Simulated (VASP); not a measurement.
# Se (Fm-3m) in VASP: single point with LDA

Aim: the single point of Se with LDA.

All numbers are computed with VASP 6.6.1; they aren't measurements. Logs are shortened: lines on timing, memory, paths and dates and some standing lists are left out, and cuts for length are marked.

## (1) The cell of the first run

The structure is cubic, space group Fm-3m (No. 225). The conventional cell has a = 4.230 Å, b = 4.230 Å, c = 4.230 Å, α = 90.00°, β = 90.00°, γ = 90.00°. Se (site symmetry m-3m) has 12 Se at 2.99 Å within 3.9 Å.

## (2) Single point, LDA

Contents of INCAR:

```
SYSTEM = Se
PREC     = Accurate       ! precision mode
ENCUT    = 520            ! plane-wave cutoff, eV
EDIFF    = 1E-7           ! SCF threshold, eV
ISMEAR   = -1             ! smearing method
SIGMA    = 0.13605693000000002 ! smearing width, eV
LREAL    = .False.        ! projectors in reciprocal space
LASPH    = .True.         ! aspherical terms in the spheres
NELM     = 60             ! most SCF steps
ALGO     = Normal         ! electronic algorithm
ISIF     = 2              ! what is computed and relaxed
LWAVE    = .False.        ! write WAVECAR
LCHARG   = .False.        ! write CHGCAR
GGA      = CA             ! functional
NBANDS   = 9              ! bands
```

Contents of KPOINTS:

```
regular mesh
0
Gamma
  13 13 13
  0 0 0
```

Contents of POSCAR:

```
Se
1.0
    0.0000000000      2.1150096220      2.1150096220
    2.1150096220      0.0000000000      2.1150096220
    2.1150096220      2.1150096220      0.0000000000
Se
1
Direct
    0.0000000000      0.0000000000      0.0000000000
```

Potentials or basis: VASP PAW LDA potentials, release 64 (Se).

The run is started by

```
$ cat potpaw_LDA.64/Se/POTCAR > POTCAR
$ mpirun -np 1 vasp_std > vasp.out
```

OUTCAR:

```text
SYSTEM = Se
   PREC = Accurate
   ENCUT = 520
   EDIFF = 1E-7
   ISMEAR = -1
   LREAL = .False.
   LASPH = .True.
   NELM = 60
   ISIF = 2
   GGA = CA

 ion  position               nearest neighbor table
   1  0.000  0.000  0.000-

  LATTYP: Found a face centered cubic cell.
 ALAT       =     4.2300192440

  Lattice vectors:

 A1 = (   0.0000000000,   2.1150096220,   2.1150096220)
 A2 = (   2.1150096220,   0.0000000000,   2.1150096220)
 A3 = (   2.1150096220,   2.1150096220,   0.0000000000)

Analysis of symmetry for initial positions (statically):
=====================================================================
 Subroutine PRICEL returns:
 Original cell was already a primitive cell.

 Routine SETGRP: Setting up the symmetry group for a
 face centered cubic supercell.

 Subroutine GETGRP returns: Found 48 space group operations
 (whereof 48 operations were pure point group operations)
 out of a pool of 48 trial point group operations.

The static configuration has the point symmetry O_h .

Analysis of symmetry for dynamics (positions and initial velocities):
=====================================================================
 Subroutine PRICEL returns:
 Original cell was already a primitive cell.

 Routine SETGRP: Setting up the symmetry group for a
 face centered cubic supercell.

 Subroutine GETGRP returns: Found 48 space group operations
 (whereof 48 operations were pure point group operations)
 out of a pool of 48 trial point group operations.

The dynamic configuration has the point symmetry O_h .

 Subroutine INISYM returns: Found 48 space group operations
 (whereof 48 operations are pure point group operations),
 and found     1 'primitive' translations

----------------------------------------------------------------------------------------

                                     Primitive cell

  volume of cell :      18.9220

  direct lattice vectors                    reciprocal lattice vectors
     0.000000000  2.115009622  2.115009622    -0.236405544  0.236405544  0.236405544
     2.115009622  0.000000000  2.115009622     0.236405544 -0.236405544  0.236405544
     2.115009622  2.115009622  0.000000000     0.236405544  0.236405544 -0.236405544

  length of vectors
     2.991075292  2.991075292  2.991075292     0.409466413  0.409466413  0.409466413

  position of ions in fractional coordinates (direct lattice)
     0.000000000  0.000000000  0.000000000

  ion indices of the primitive-cell ions
   primitive index   ion index
                 1           1

----------------------------------------------------------------------------------------

 KPOINTS: regular mesh

Automatic generation of k-mesh.
 Grid dimensions read from file:
 generate k-points for:   13   13   13

 Generating k-lattice:

  Cartesian coordinates                     Fractional coordinates (reciprocal lattice)
    -0.018185042  0.018185042  0.018185042     0.076923077  0.000000000  0.000000000
     0.018185042 -0.018185042  0.018185042     0.000000000  0.076923077  0.000000000
     0.018185042  0.018185042 -0.018185042     0.000000000  0.000000000  0.076923077

  Length of vectors
     0.031497416  0.031497416  0.031497416

  Shift w.r.t. Gamma in fractional coordinates (k-lattice)
     0.000000000  0.000000000  0.000000000

 Subroutine IBZKPT returns following result:
 ===========================================

 Found     84 irreducible k-points:

 Following reciprocal coordinates:
            Coordinates               Weight
  0.000000  0.000000  0.000000      1.000000
  0.076923  0.000000  0.000000      8.000000
  0.153846  0.000000  0.000000      8.000000
  0.230769  0.000000  0.000000      8.000000
  0.307692  0.000000  0.000000      8.000000
  0.384615  0.000000  0.000000      8.000000
[... 16 lines left out ...]
  0.384615  0.153846  0.000000     24.000000
  0.461538  0.153846  0.000000     24.000000
 [... further k-points ...]
   k-points           NKPTS =     84   k-points in BZ     NKDIM =     84   number of bands    NBANDS=      9
   number of dos      NEDOS =    301   number of ions     NIONS =      1
   total plane-waves  NPLWV =  13824
   dimension x,y,z NGX =    24 NGY =   24 NGZ =   24
   dimension x,y,z NGXF=    48 NGYF=   48 NGZF=   48
   ions per type =               1
   NGX,Y,Z   is equivalent  to a cutoff of  13.34, 13.34, 13.34 a.u.
   NGXF,Y,Z  is equivalent  to a cutoff of  26.68, 26.68, 26.68 a.u.
 SYSTEM =  Se
   PREC   = accura    normal or accurate (medium, high low for compatibility)
   ISTART =      0    job   : 0-new  1-cont  2-samecut
   ICHARG =      2    charge: 1-file 2-atom 10-const
   ISPIN  =      1    spin polarized calculation?
   LNONCOLLINEAR =      F non collinear calculations
   LSORBIT =      F    spin-orbit coupling
   LASPH  =      T    aspherical Exc in radial PAW
   ENCUT  =  520.0 eV  38.22 Ry    6.18 a.u.   5.56  5.56  5.56*2*pi/ulx,y,z
   NELM   =     60;   NELMIN=  2; NELMDL= -5     # of ELM steps
   EDIFF  = 0.1E-06   stopping-criterion for ELM
   LREAL  =      F    real-space projection
   EDIFFG = 0.1E-05   stopping-criterion for IOM
   NSW    =      0    number of steps for IOM
   IBRION =     -1    ionic relax: 0-MD 1-quasi-New 2-CG
   NFREE  =      0    steps in history (QN), initial steepest desc. (CG)
   ISIF   =      2    stress and relaxation
   ISYM   =      2    0-nonsym 1-usesym 2-fastsym
   POTIM  = 0.5000    time-step for ionic-motion
   TEBEG  =    0.0;   TEEND  =   0.0 temperature during run
   PSTRESS=    0.0 pullay stress
   NELECT =       6.0000    total number of electrons
   NUPDOWN=      -1.0000    fix difference up-down
   EMIN   =  10.00;   EMAX   =-10.00  energy-range for DOS
   EFERMI =   0.00;   METHOD = LEGACY
   ISMEAR =    -1;   SIGMA  =   0.14  broadening in eV -4-tet -1-fermi 0-gaus
   EFERMI_NEDOS =   21; number of points for ismear=-14 and -15
   IALGO  =     38    algorithm
   IMIX   =      4    mixing-type and parameters
     AMIX     =   0.40;   BMIX     =  1.00
     AMIX_MAG =   1.60;   BMIX_MAG =  1.00
  volume/ion in A,a.u.               =      18.92       127.69
  Fermi-wavevector in a.u.,A,eV,Ry     =   1.116356  2.109608 16.956285  1.246252
  Thomas-Fermi vector in A             =   2.252970
   LORBIT       =      0    0 simple, 1 ext, 2 COOP (PROOUT), +10 PAW based schemes
   GGA     = CA    functional components
   LHFCALC =     F    Hartree Fock is set to
   AEXX    =    0.0000 exact exchange contribution
   IVDW    =     0    specifies the selected vdW correction
   LEPSILON=     F    determine dielectric tensor
   LRPA    =     F    only Hartree local field effects (RPA)
 non-spin polarized calculation
  energy-cutoff  :      520.00
  volume of cell :       18.92
 maximum number of plane-waves:       532
   NGX = 11   NGY = 11   NGZ = 11

 number of electron       6.0000000 magnetization

 Free energy of the ion-electron system (eV)
  ---------------------------------------------------
  ext. energy  EPLUGINS =         0.00000000
  ---------------------------------------------------
  free energy    TOTEN  =        -3.60499255 eV

  energy without entropy =       -3.55574137  energy(sigma->0) =       -3.58036696

 E-fermi :   6.3904     XC(G=0): -11.0997

 val. band max:        6.3731386247   @ k =  -0.4615   0.3077   0.1538
 cond. band min:       6.4004454897   @ k =   0.4615   0.1538   0.0000
 fundamental gap:      0.0273068650
 Fermi energy:         6.3904292662

 k-point     1 :       0.0000    0.0000    0.0000
  band No.  band energies     occupation
      1     -10.2932      2.00000
      2       9.7883      0.00000
      3       9.7883      0.00000
      4       9.7883      0.00000
      5      18.3538      0.00000
      6      18.5990      0.00000
      7      18.5990      0.00000
      8      18.5990      0.00000
      9      22.0332      0.00000

 k-point     2 :       0.0769    0.0000    0.0000
  band No.  band energies     occupation
      1     -10.1656      2.00000
      2       8.8847      0.00000
      3       9.6779      0.00000
      4       9.6779      0.00000
      5      17.9181      0.00000
      6      18.8422      0.00000
      7      18.8422      0.00000
      8      19.1068      0.00000
      9      23.2310      0.00000

 k-point     3 :       0.1538    0.0000    0.0000
  band No.  band energies     occupation
      1      -9.7872      2.00000
      2       6.8668      0.05857
      3       9.3995      0.00000
      4       9.3995      0.00000
      5      16.9555      0.00000
      6      19.3212      0.00000
      7      19.3212      0.00000
      8      20.6592      0.00000
      9      22.7201      0.00000

 k-point     4 :       0.2308    0.0000    0.0000
  band No.  band energies     occupation
      1      -9.1747      2.00000
      2       4.5588      2.00000
      3       9.0606      0.00000
      4       9.0606      0.00000
      5      16.1879      0.00000
      6      19.2402      0.00000
      7      19.2402      0.00000
      8      22.0797      0.00000
      9      22.9522      0.00000
[... 205 lines left out ...]
 k-point    22 :       0.3077    0.1538    0.0000
  band No.  band energies     occupation
      1      -8.4925      2.00000
      2       3.9272      2.00000
      3       7.6050      0.00027
      4       7.6153      0.00025
      5      15.3023      0.00000
      6      17.1463      0.00000
      7      20.6117      0.00000
      8      21.3267      0.00000
      9      25.8547      0.00000

 k-point    23 :       0.3846    0.1538    0.0000
  band No.  band energies     occupation
      1      -7.6615      2.00000
      2       1.9670      2.00000
      3       6.9792      0.02606
      4       7.4443      0.00086
      5      14.9305      0.00000
      6      17.7798      0.00000
      7      20.5676      0.00000
      8      20.9716      0.00000
      9      25.3977      0.00000

 k-point    24 :       0.4615    0.1538    0.0000
  band No.  band energies     occupation
      1      -6.8238      2.00000
      2       0.3791      2.00000
      3       6.4004      0.96321
      4       7.4638      0.00075
      5      14.7681      0.00000
      6      18.0308      0.00000
      7      19.8306      0.00000
      8      22.3619      0.00000
      9      24.9489      0.00000

 [... further k-points ...]
[... 5 lines left out ...]
  --------------------------------------------------------------------------------------
  -------------------------------------------------------------------------------------
  Total        0.0404703      0.0404703      0.0404703     -0.0000000      0.0000000      0.0000000
  in kB        3.4267267      3.4267267      3.4267267     -0.0000000      0.0000000      0.0000000
  external PRESSURE =       3.4267267 kB  Pullay stress =       0.0000000 kB

 VOLUME and BASIS-vectors are now :
 -----------------------------------------------------------------------------
  energy-cutoff  :      520.00
  volume of cell :       18.92
      direct lattice vectors                 reciprocal lattice vectors
     0.000000000  2.115009622  2.115009622    -0.236405544  0.236405544  0.236405544
     2.115009622  0.000000000  2.115009622     0.236405544 -0.236405544  0.236405544
     2.115009622  2.115009622  0.000000000     0.236405544  0.236405544 -0.236405544

 POSITION                                       TOTAL-FORCE (eV/Angst)
 -----------------------------------------------------------------------------------
      0.00000      0.00000      0.00000         0.000000      0.000000      0.000000
 -----------------------------------------------------------------------------------
    total drift:                                0.000000     -0.000000     -0.000000

  FREE ENERGIE OF THE ION-ELECTRON SYSTEM (eV)
  ---------------------------------------------------
  free  energy   TOTEN  =        -3.6049925502 eV

  energy  without entropy=       -3.5557413714  energy(sigma->0) =       -3.58036696
```

Wall time 4.6 s (1 thread of Intel Xeon Platinum 8488C (Sapphire Rapids), shared host); peak memory 0.13 GiB.

What came out:

```yaml
Free_energy: -3.6050 eV
Pressure: 0.3 GPa
Band_gap_on_the_k_mesh: zero (band 3 reaches 9.79 eV, above the bottom of band 4 at 4.14 eV)
```
